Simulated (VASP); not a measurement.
# Rh (Fm-3m) in VASP: a series of runs

Rh is run at these levels: LDA; tasks: single point.

All numbers are computed with VASP 6.6.1; they aren't measurements. Logs are shortened: lines on timing, memory, paths and dates and some standing lists are left out, and cuts for length are marked.

## Step 1: The cell of the first run

It takes space group Fm-3m (No. 225, cubic). Conventional cell: a = 3.754 Å, b = 3.754 Å, c = 3.754 Å, α = 90.00°, β = 90.00°, γ = 90.00°. Rh (site symmetry m-3m) has 12 Rh at 2.65 Å within 3.5 Å.

## Step 2: Single point, LDA, collinear spin, ferromagnetic start (13.23 Å³/atom)

INCAR

```
PREC = Accurate
ENCUT = 520
EDIFF = 1E-6
ISMEAR = 0
SIGMA = 0.15
LREAL = F
LASPH = T
NELM = 150
ALGO = Normal
ISIF = 2
LWAVE = F
LCHARG = F
ISPIN = 2
MAGMOM = 0.375
LORBIT = 11
NUPDOWN = 0.375
LMAXMIX = 4
NBANDS = 18
```

KPOINTS

```
regular mesh
0
Gamma
  22 22 22
```

POSCAR

```
Rh
1.0
    0.0000000000      1.8770352617      1.8770352617
    1.8770352617      0.0000000000      1.8770352617
    1.8770352617      1.8770352617      0.0000000000
Rh
1
Direct
    0.0000000000      0.0000000000      0.0000000000
```

Potentials or basis: VASP PAW LDA potentials, release 64 (Rh_pv).

Command:

```sh
$ cat potpaw_LDA.64/Rh_pv/POTCAR > POTCAR
$ mpirun -np 1 vasp_std > vasp.out
```

OUTCAR:

```text
PREC = Accurate
   ENCUT = 520
   EDIFF = 1E-6
   ISMEAR = 0
   LREAL = F
   LASPH = T
   NELM = 150
   ISIF = 2
   ISPIN = 2
   LORBIT = 11
   NUPDOWN = 0.375

 ion  position               nearest neighbor table
   1  0.000  0.000  0.000-

  LATTYP: Found a face centered cubic cell.
 ALAT       =     3.7540705234

  Lattice vectors:

 A1 = (   0.0000000000,   1.8770352617,   1.8770352617)
 A2 = (   1.8770352617,   0.0000000000,   1.8770352617)
 A3 = (   1.8770352617,   1.8770352617,   0.0000000000)

Analysis of symmetry for initial positions (statically):
=====================================================================
 Subroutine PRICEL returns:
 Original cell was already a primitive cell.

 Routine SETGRP: Setting up the symmetry group for a
 face centered cubic supercell.

 Subroutine GETGRP returns: Found 48 space group operations
 (whereof 48 operations were pure point group operations)
 out of a pool of 48 trial point group operations.

The static configuration has the point symmetry O_h .

Analysis of symmetry for dynamics (positions and initial velocities):
=====================================================================
 Subroutine PRICEL returns:
 Original cell was already a primitive cell.

 Routine SETGRP: Setting up the symmetry group for a
 face centered cubic supercell.

 Subroutine GETGRP returns: Found 48 space group operations
 (whereof 48 operations were pure point group operations)
 out of a pool of 48 trial point group operations.

The dynamic configuration has the point symmetry O_h .

Analysis of structural, dynamic, and magnetic symmetry:
=====================================================================
 Subroutine PRICEL returns:
 Original cell was already a primitive cell.

 Routine SETGRP: Setting up the symmetry group for a
 face centered cubic supercell.

 Subroutine GETGRP returns: Found 48 space group operations
 (whereof 48 operations were pure point group operations)
 out of a pool of 48 trial point group operations.

The overall configuration has the point symmetry O_h .

 Subroutine INISYM returns: Found 48 space group operations
 (whereof 48 operations are pure point group operations),
 and found     1 'primitive' translations

----------------------------------------------------------------------------------------

                                     Primitive cell

  volume of cell :      13.2266

  direct lattice vectors                    reciprocal lattice vectors
     0.000000000  1.877035262  1.877035262    -0.266377521  0.266377521  0.266377521
     1.877035262  0.000000000  1.877035262     0.266377521 -0.266377521  0.266377521
     1.877035262  1.877035262  0.000000000     0.266377521  0.266377521 -0.266377521

  length of vectors
     2.654528724  2.654528724  2.654528724     0.461379401  0.461379401  0.461379401

  position of ions in fractional coordinates (direct lattice)
     0.000000000  0.000000000  0.000000000

  ion indices of the primitive-cell ions
   primitive index   ion index
                 1           1

----------------------------------------------------------------------------------------

 KPOINTS: regular mesh

Automatic generation of k-mesh.
 Grid dimensions read from file:
 generate k-points for:   22   22   22

 Generating k-lattice:

  Cartesian coordinates                     Fractional coordinates (reciprocal lattice)
    -0.012108069  0.012108069  0.012108069     0.045454545  0.000000000  0.000000000
     0.012108069 -0.012108069  0.012108069     0.000000000  0.045454545  0.000000000
     0.012108069  0.012108069 -0.012108069     0.000000000  0.000000000  0.045454545

  Length of vectors
     0.020971791  0.020971791  0.020971791

  Shift w.r.t. Gamma in fractional coordinates (k-lattice)
     0.000000000  0.000000000  0.000000000

 Subroutine IBZKPT returns following result:
 ===========================================

 Found    328 irreducible k-points:

 Following reciprocal coordinates:
            Coordinates               Weight
  0.000000  0.000000  0.000000      1.000000
  0.045455  0.000000  0.000000      8.000000
  0.090909  0.000000  0.000000      8.000000
  0.136364  0.000000  0.000000      8.000000
  0.181818  0.000000  0.000000      8.000000
  0.227273  0.000000  0.000000      8.000000
[... 16 lines left out ...]
  0.500000  0.045455  0.000000     24.000000
 -0.454545  0.045455  0.000000     24.000000
 [... further k-points ...]
   k-points           NKPTS =    328   k-points in BZ     NKDIM =    328   number of bands    NBANDS=     18
   number of dos      NEDOS =    301   number of ions     NIONS =      1
   total plane-waves  NPLWV =   8000
   dimension x,y,z NGX =    20 NGY =   20 NGZ =   20
   dimension x,y,z NGXF=    40 NGYF=   40 NGZF=   40
   ions per type =               1
   NGX,Y,Z   is equivalent  to a cutoff of  12.53, 12.53, 12.53 a.u.
   NGXF,Y,Z  is equivalent  to a cutoff of  25.05, 25.05, 25.05 a.u.
 SYSTEM =  unknown system
   PREC   = accura    normal or accurate (medium, high low for compatibility)
   ISTART =      0    job   : 0-new  1-cont  2-samecut
   ICHARG =      2    charge: 1-file 2-atom 10-const
   ISPIN  =      2    spin polarized calculation?
   LNONCOLLINEAR =      F non collinear calculations
   LSORBIT =      F    spin-orbit coupling
   LASPH  =      T    aspherical Exc in radial PAW
   ENCUT  =  520.0 eV  38.22 Ry    6.18 a.u.   4.94  4.94  4.94*2*pi/ulx,y,z
   NELM   =    150;   NELMIN=  2; NELMDL= -5     # of ELM steps
   EDIFF  = 0.1E-05   stopping-criterion for ELM
   LREAL  =      F    real-space projection
   EDIFFG = 0.1E-04   stopping-criterion for IOM
   NSW    =      0    number of steps for IOM
   IBRION =     -1    ionic relax: 0-MD 1-quasi-New 2-CG
   NFREE  =      0    steps in history (QN), initial steepest desc. (CG)
   ISIF   =      2    stress and relaxation
   ISYM   =      2    0-nonsym 1-usesym 2-fastsym
   POTIM  = 0.5000    time-step for ionic-motion
   TEBEG  =    0.0;   TEEND  =   0.0 temperature during run
   PSTRESS=    0.0 pullay stress
   NELECT =      15.0000    total number of electrons
   NUPDOWN=       0.3750    fix difference up-down
   EMIN   =  10.00;   EMAX   =-10.00  energy-range for DOS
   EFERMI =   0.00;   METHOD = LEGACY
   ISMEAR =     0;   SIGMA  =   0.15  broadening in eV -4-tet -1-fermi 0-gaus
   EFERMI_NEDOS =   21; number of points for ismear=-14 and -15
   IALGO  =     38    algorithm
   IMIX   =      4    mixing-type and parameters
     AMIX     =   0.40;   BMIX     =  1.00
     AMIX_MAG =   1.60;   BMIX_MAG =  1.00
  volume/ion in A,a.u.               =      13.23        89.26
  Fermi-wavevector in a.u.,A,eV,Ry     =   1.707220  3.226178 39.655542  2.914600
  Thomas-Fermi vector in A             =   2.786112
   LORBIT       =     11    0 simple, 1 ext, 2 COOP (PROOUT), +10 PAW based schemes
   GGA     = CA    functional components
   LHFCALC =     F    Hartree Fock is set to
   AEXX    =    0.0000 exact exchange contribution
   IVDW    =     0    specifies the selected vdW correction
   LEPSILON=     F    determine dielectric tensor
   LRPA    =     F    only Hartree local field effects (RPA)
 spin polarized calculation
 Gauss-broadening in eV      SIGMA  =   0.15
  energy-cutoff  :      520.00
  volume of cell :       13.23
 maximum number of plane-waves:       367
   NGX =  9   NGY =  9   NGZ =  9

 number of electron      15.0000002 magnetization       0.3750000

 Free energy of the ion-electron system (eV)
  ---------------------------------------------------
  ext. energy  EPLUGINS =         0.00000000
  ---------------------------------------------------
  free energy    TOTEN  =        -8.65612620 eV

  energy without entropy =       -8.64172269  energy(sigma->0) =       -8.64892444

 E-fermi :  12.2392     XC(G=0): -14.5983

 val. band max:       12.6101152614   @ k =   0.3636   0.3636   0.0000
 cond. band min:      12.2399019886   @ k =  -0.3182   0.2273   0.0455
 fundamental gap:     -0.3702132727
 Fermi energy:        12.6112425161

 spin component 1

 k-point     1 :       0.0000    0.0000    0.0000
  band No.  band energies     occupation
      1     -33.9118      1.00000
      2     -33.9118      1.00000
      3     -33.9118      1.00000
      4       4.0819      1.00000
      5       9.0383      1.00000
      6       9.0383      1.00000
[... 10 lines left out ...]
     17      45.7322      0.00000
     18      45.7322      0.00000

 k-point     2 :       0.0455    0.0000    0.0000
  band No.  band energies     occupation
      1     -33.9297      1.00000
      2     -33.9142      1.00000
      3     -33.9142      1.00000
      4       4.1690      1.00000
      5       8.9982      1.00000
      6       9.0734      1.00000
[... 10 lines left out ...]
     17      45.4500      0.00000
     18      45.4500      0.00000
[... 442 lines left out ...]
 k-point    24 :      -0.4545    0.0455    0.0000
  band No.  band energies     occupation
      1     -34.7488      1.00000
      2     -34.0417      1.00000
      3     -34.0285      1.00000
      4       5.9364      1.00000
      5       8.9167      1.00000
      6       9.0218      1.00000
[... 10 lines left out ...]
     17      45.2298      0.00000
     18      51.7108      0.00000

 [... further k-points ...]

 spin component 2

 k-point     1 :       0.0000    0.0000    0.0000
  band No.  band energies     occupation
      1     -33.6409      1.00000
      2     -33.6409      1.00000
      3     -33.6409      1.00000
      4       4.1667      1.00000
      5       9.2606      1.00000
      6       9.2606      1.00000
[... 10 lines left out ...]
     17      45.8566      0.00000
     18      45.8566      0.00000

 k-point     2 :       0.0455    0.0000    0.0000
  band No.  band energies     occupation
      1     -33.6589      1.00000
      2     -33.6433      1.00000
      3     -33.6433      1.00000
      4       4.2540      1.00000
      5       9.2196      1.00000
      6       9.2959      1.00000
[... 10 lines left out ...]
     17      45.5748      0.00000
     18      45.5748      0.00000
[... 442 lines left out ...]
 k-point    24 :      -0.4545    0.0455    0.0000
  band No.  band energies     occupation
      1     -34.4836      1.00000
      2     -33.7715      1.00000
      3     -33.7583      1.00000
      4       6.1028      1.00000
      5       9.1412      1.00000
      6       9.2481      1.00000
[... 10 lines left out ...]
     17      45.3228      0.00000
     18      51.8100      0.00000

 [... further k-points ...]
[... 5 lines left out ...]
  --------------------------------------------------------------------------------------
  -------------------------------------------------------------------------------------
  Total        0.1758561      0.1758561      0.1758561      0.0000000     -0.0000000      0.0000000
  in kB       21.3020231     21.3020231     21.3020231      0.0000000     -0.0000000      0.0000000
  external PRESSURE =      21.3020231 kB  Pullay stress =       0.0000000 kB

 VOLUME and BASIS-vectors are now :
 -----------------------------------------------------------------------------
  energy-cutoff  :      520.00
  volume of cell :       13.23
      direct lattice vectors                 reciprocal lattice vectors
     0.000000000  1.877035262  1.877035262    -0.266377521  0.266377521  0.266377521
     1.877035262  0.000000000  1.877035262     0.266377521 -0.266377521  0.266377521
     1.877035262  1.877035262  0.000000000     0.266377521  0.266377521 -0.266377521

 POSITION                                       TOTAL-FORCE (eV/Angst)
 -----------------------------------------------------------------------------------
      0.00000      0.00000      0.00000         0.000000      0.000000      0.000000
 -----------------------------------------------------------------------------------
    total drift:                                0.000000     -0.000000      0.000000

  FREE ENERGIE OF THE ION-ELECTRON SYSTEM (eV)
  ---------------------------------------------------
  free  energy   TOTEN  =        -8.6561261983 eV

  energy  without entropy=       -8.6417226887  energy(sigma->0) =       -8.64892444

 total charge

# of ion       s       p       d       tot
------------------------------------------
    1        0.432   6.329   7.101  13.862

 magnetization (x)

# of ion       s       p       d       tot
------------------------------------------
    1        0.001   0.003   0.363   0.367
```

It took 48 s on 1 thread of Intel Xeon 6975P-C (Granite Rapids), shared host; peak memory 0.21 GiB.

Results:

```yaml
Free_energy: -8.6561 eV
Pressure: 2.1 GPa
Net_moment: 0.38 μB per cell
Site_moments: Rh +0.37 μB
Valence_electrons_inside_the_program's_atomic_spheres: Rh 13.86
```

Caveat: the total moment is fixed, so each spin has its own Fermi level.

## Step 3: Single point, LDA, collinear spin (13.23 Å³/atom)

INCAR

```
SYSTEM = Rh
ALGO     = Fast           ! electronic algorithm
EDIFF    = 1E-6           ! SCF threshold, eV
ENCUT    = 520            ! plane-wave cutoff, eV
ISIF     = 2              ! what is computed and relaxed
ISMEAR   = 0              ! smearing method
ISPIN    = 2              ! spin polarisation
LASPH    = .TRUE.         ! aspherical terms in the spheres
LCHARG   = .FALSE.        ! write CHGCAR
LMAXMIX  = 4              ! l up to which the mixer works
LORBIT   = 11             ! projections on sites
LREAL    = .FALSE.        ! projectors in reciprocal space
LWAVE    = .FALSE.        ! write WAVECAR
MAGMOM   = 0.125          ! initial moments
NBANDS   = 18             ! bands
NELM     = 150            ! most SCF steps
NUPDOWN  = 0.125          ! fixed moment
PREC     = Accurate       ! precision mode
SIGMA    = 0.15           ! smearing width, eV
```

KPOINTS

```
k-points
0
G
  22 22 22
  0 0 0
```

POSCAR is that of step 2.

Potentials or basis: VASP PAW LDA potentials, release 64 (Rh_pv).

Command:

```sh
$ cat potpaw_LDA.64/Rh_pv/POTCAR > POTCAR
$ mpirun -np 1 vasp_std > vasp.out
```

OUTCAR:

```text
SYSTEM = Rh
   EDIFF = 1E-6
   ENCUT = 520
   ISIF = 2
   ISMEAR = 0
   ISPIN = 2
   LASPH = .TRUE.
   LORBIT = 11
   LREAL = .FALSE.
   NELM = 150
   NUPDOWN = 0.125
   PREC = Accurate

 ion  position               nearest neighbor table
   1  0.000  0.000  0.000-

  LATTYP: Found a face centered cubic cell.
 ALAT       =     3.7540705234

  Lattice vectors:

 A1 = (   0.0000000000,   1.8770352617,   1.8770352617)
 A2 = (   1.8770352617,   0.0000000000,   1.8770352617)
 A3 = (   1.8770352617,   1.8770352617,   0.0000000000)

Analysis of symmetry for initial positions (statically):
=====================================================================
 Subroutine PRICEL returns:
 Original cell was already a primitive cell.

 Routine SETGRP: Setting up the symmetry group for a
 face centered cubic supercell.

 Subroutine GETGRP returns: Found 48 space group operations
 (whereof 48 operations were pure point group operations)
 out of a pool of 48 trial point group operations.

The static configuration has the point symmetry O_h .
[... 178 lines left out ...]
 fundamental gap:     -0.1197975782
 Fermi energy:        12.4974964711

 spin component 1

 k-point     1 :       0.0000    0.0000    0.0000
  band No.  band energies     occupation
      1     -33.8349      1.00000
      2     -33.8349      1.00000
      3     -33.8349      1.00000
      4       4.1102      1.00000
      5       9.1037      1.00000
      6       9.1037      1.00000
[... 493 lines left out ...]
     17      45.2591      0.00000
     18      51.7743      0.00000

 [... further k-points ...]

 spin component 2

 k-point     1 :       0.0000    0.0000    0.0000
  band No.  band energies     occupation
      1     -33.7443      1.00000
      2     -33.7443      1.00000
      3     -33.7443      1.00000
      4       4.1381      1.00000
      5       9.1775      1.00000
      6       9.1775      1.00000
[... 493 lines left out ...]
     17      45.2895      0.00000
     18      51.7870      0.00000

 [... further k-points ...]
[... 5 lines left out ...]
  --------------------------------------------------------------------------------------
  -------------------------------------------------------------------------------------
  Total        0.0862408      0.0862408      0.0862408      0.0000000      0.0000000     -0.0000000
  in kB       10.4466287     10.4466287     10.4466287      0.0000000      0.0000000     -0.0000000
  external PRESSURE =      10.4466287 kB  Pullay stress =       0.0000000 kB

 VOLUME and BASIS-vectors are now :
 -----------------------------------------------------------------------------
  energy-cutoff  :      520.00
  volume of cell :       13.23
      direct lattice vectors                 reciprocal lattice vectors
     0.000000000  1.877035262  1.877035262    -0.266377521  0.266377521  0.266377521
     1.877035262  0.000000000  1.877035262     0.266377521 -0.266377521  0.266377521
     1.877035262  1.877035262  0.000000000     0.266377521  0.266377521 -0.266377521

 POSITION                                       TOTAL-FORCE (eV/Angst)
 -----------------------------------------------------------------------------------
      0.00000      0.00000      0.00000         0.000000     -0.000000     -0.000000
 -----------------------------------------------------------------------------------
    total drift:                                0.000000     -0.000000      0.000000

  FREE ENERGIE OF THE ION-ELECTRON SYSTEM (eV)
  ---------------------------------------------------
  free  energy   TOTEN  =        -8.6870565391 eV

  energy  without entropy=       -8.6734596325  energy(sigma->0) =       -8.68025809

 total charge

# of ion       s       p       d       tot
------------------------------------------
    1        0.432   6.330   7.099  13.861

 magnetization (x)

# of ion       s       p       d       tot
------------------------------------------
    1        0.000   0.001   0.121   0.122
```

OSZICAR:

```text
N       E                     dE             d eps       ncg     rms          rms(c)
DAV:   1     0.130811728616E+03    0.13081E+03   -0.78791E+03 23936   0.899E+02
DAV:   2    -0.666468836079E+01   -0.13748E+03   -0.12991E+03 25232   0.298E+02
DAV:   3    -0.924347359260E+01   -0.25788E+01   -0.25643E+01 26724   0.430E+01
DAV:   4    -0.925153583081E+01   -0.80622E-02   -0.80616E-02 26110   0.243E+00
DAV:   5    -0.925157727481E+01   -0.41444E-04   -0.41444E-04 25588   0.157E-01    0.117E+01
RMM:   6    -0.871604292006E+01    0.53553E+00   -0.48370E-01 26705   0.561E+00    0.411E+00
RMM:   7    -0.869253354694E+01    0.23509E-01   -0.20470E-02 25617   0.127E+00    0.186E+00
RMM:   8    -0.868706119634E+01    0.54724E-02   -0.46622E-03 28734   0.647E-01    0.265E-01
RMM:   9    -0.868706761048E+01   -0.64141E-05   -0.25656E-04 29313   0.154E-01    0.591E-02
RMM:  10    -0.868705325808E+01    0.14352E-04   -0.46820E-05 29758   0.698E-02    0.194E-02
RMM:  11    -0.868705623725E+01   -0.29792E-05   -0.58070E-06 27712   0.255E-02    0.385E-03
RMM:  12    -0.868705653911E+01   -0.30186E-06   -0.10524E-06 20586   0.100E-02
   1 F= -.86870565E+01 E0= -.86802581E+01  d E =-.135969E-01  mag=     0.1250
```

Run time: 52 s. Hardware: 1 thread of Intel Xeon 6975P-C (Granite Rapids), shared host; peak memory 0.21 GiB.

What came out:

```
Free energy                                           : -8.6871 eV
Pressure                                              : 1.0 GPa
Net moment                                            : 0.12 μB per cell
Site moments                                          : Rh +0.12 μB
Valence electrons inside the program's atomic spheres : Rh 13.86
```

Caveat: the total moment is fixed, so each spin has its own Fermi level.
